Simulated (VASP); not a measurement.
Write the native input for VASP 6.6.1 that does the following.

```yaml
Task: single point
Functional: LDA
Potentials_or_basis: VASP PAW LDA potentials, release 64 (Ca_sv, O)
Cutoff: 520 eV
k_mesh: 8 × 8 × 8
Occupations: gaussian, width 0.05 eV
Spin: no spin polarisation
Dipole_correction: no
Further_INCAR_settings: ALGO = Normal; EDIFF = 1e-06; NBANDS = 15
```

The structure of CaO lies in POSCAR:

```
CaO
1.0
    0.0000000000      2.4857350000      2.4490000000
    2.4857350000      0.0000000000      2.4490000000
    2.4857350000      2.4857350000      0.0000000000
Ca O
1 1
Direct
    0.0000000000      0.0000000000      0.0000000000
    0.5000000000      0.5000000000      0.5000000000
```

This cell differs from its parent crystal: strain +0.015 along x and y, +0.000 along z.

One way to write it, as run:

INCAR

```
SYSTEM = CaO
ALGO     = Normal         ! electronic algorithm
EDIFF    = 1E-6           ! SCF threshold, eV
ENCUT    = 520            ! plane-wave cutoff, eV
ISIF     = 2              ! what is computed and relaxed
ISMEAR   = 0              ! smearing method
LASPH    = .True.         ! aspherical terms in the spheres
LCHARG   = .False.        ! write CHGCAR
LREAL    = .False.        ! projectors in reciprocal space
LWAVE    = .False.        ! write WAVECAR
NBANDS   = 15             ! bands
NELM     = 100            ! most SCF steps
PREC     = Accurate       ! precision mode
SIGMA    = 0.05           ! smearing width, eV
```

KPOINTS

```
k-points
0
Gamma
  8 8 8
  0 0 0
```

Potentials or basis: VASP PAW LDA potentials, release 64 (Ca_sv, O).

Command:

```console
$ cat potpaw_LDA.64/Ca_sv/POTCAR potpaw_LDA.64/O/POTCAR > POTCAR
$ mpirun -np 1 vasp_std > vasp.out
```

Results of the run:

```yaml
Pressure: -13.2 GPa
Band_gap_on_the_k_mesh: 3.44 eV, indirect (least direct gap 3.87 eV)
```

Caveat: the cell differs from its parent crystal (strain +0.015 along x and y, +0.000 along z).

Wall time 18 s on 1 thread of Intel(R) Xeon(R) Platinum 8488C (Sapphire Rapids) (shared host), peak memory 0.16 GiB.
